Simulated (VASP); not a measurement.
Sb, 2 atoms in the cell. The cell holds a slab with vacuum, 2 atoms: a = 4.105 Å, b = 4.105 Å, c = 26.855 Å, α = 90.00°, β = 90.00°, γ = 120.00°. 

- Program: VASP 6.6.1
- Task: single point
- Functional: PBE
- Potentials or basis: VASP PAW PBE potentials, release 64 (Sb_d_GW)
- Cutoff: 400 eV
- k mesh: 12 × 12 × 1
- Occupations: fermi-dirac, width 0.02 eV
- Spin: no spin polarisation
- Dipole correction: yes
- Further INCAR settings: ALGO = Normal; EDIFF = 1e-06; NBANDS = 22; NELMDL = -8

Potentials or basis: VASP PAW PBE potentials, release 64 (Sb_d_GW).

Run with:

```bash
$ cat potpaw_PBE.64/Sb_d_GW/POTCAR > POTCAR
$ mpirun -np 1 vasp_std > vasp.out
```

Hardware: 1 thread of AMD EPYC 7R43 64-Core Processor (Zen 3), with other jobs on the host.

Task: How long does it take, and how much memory?

Result: Wall time 4.8 min on 1 thread of AMD EPYC 7R43 64-Core Processor (Zen 3), with other jobs on the host, peak memory 0.36 GiB. Counts: scf iterations 23, k points 19.
